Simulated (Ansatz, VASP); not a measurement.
## One calculation of MgS, two programs

```
Mg S
1.0
     3.87324    0.00000    0.00000
    -1.93662    3.35432    0.00000
     0.00000    0.00000    5.91771
Mg S
2 2
Direct
  0.66667 0.33333 0.49575
  0.33333 0.66667 0.99575
  0.33333 0.66667 0.37924
  0.66667 0.33333 0.87924
```

Change from the starting cell: strain -0.040 along x and y, -0.080 along z, atoms carried along.

Alike in both runs: task single point; functional PBEsol; k mesh 6 × 6 × 4; occupations gaussian, width 0.05 eV; no spin polarisation.

|  | VASP | Ansatz |
| --- | --- | --- |
| version | VASP 6.6.1 | Ansatz 0.2.0 |
| potentials or method | VASP PAW PBE potentials, release 64 (Mg, S), cutoff 520 eV | scalar-relativistic, plane waves, PAW |
| valence electrons in the cell | 16 | 32 |

|  | VASP | Ansatz | Ansatz less VASP |
| --- | --- | --- | --- |
| gap on the k mesh at the Fermi level (eV) | 4.01 | 4.00 | -0.006 |
| least direct gap on the mesh (eV) | 4.01 | 4.00 | -0.006 |
| pressure (GPa) | 12.8 | 12.8 | -0.04 |
| traceless stress, the component that is largest in VASP (GPa) | 4.09 | 4.05 | -0.039 |
| rms of the force components (eV/Å) | 0.374 | 0.370 | -0.0041 |

VASP's potentials were made for PBE, not for PBEsol. Atom by atom the forces differ by 0.004 eV/Å (rms over components). VASP's potentials hold 16 valence electrons a cell and Ansatz's 32, so a difference there can come from the potentials and not from the codes.
